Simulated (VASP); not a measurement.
Pb, 1 atom in the cell. Symmetry: Fm-3m, No. 225, cubic system. Conventional cell: a = 4.849 Å, b = 4.849 Å, c = 4.849 Å, α = 90.00°, β = 90.00°, γ = 90.00°. Pb (site symmetry m-3m) has 12 Pb at 3.43 Å within 4.5 Å. 

```yaml
Program: VASP 6.6.1
Task: single point
Functional: PBEsol
Dispersion: D4
Potentials_or_basis: VASP PAW PBE potentials, release 64 (Pb_d)
Cutoff: 520 eV
k_mesh: 9 × 9 × 9
Occupations: fermi-dirac, width 0.05 eV
Spin: no spin polarisation
Dipole_correction: no
Further_INCAR_settings: ALGO = Normal; EDIFF = 1e-06; NBANDS = 13
```

Potentials or basis: VASP PAW PBE potentials, release 64 (Pb_d).

Command:

```sh
$ cat potpaw_PBE.64/Pb_d/POTCAR > POTCAR
$ mpirun -np 1 vasp_std > vasp.out
```

Hardware: 1 thread of AMD EPYC 7R13, with other jobs on the host.

Task: Estimate the wall time of this run.

Result: It took 7.4 s on 1 thread of AMD EPYC 7R13, with other jobs on the host, peak memory 0.16 GiB. Counts: scf iterations 10, k points 35.
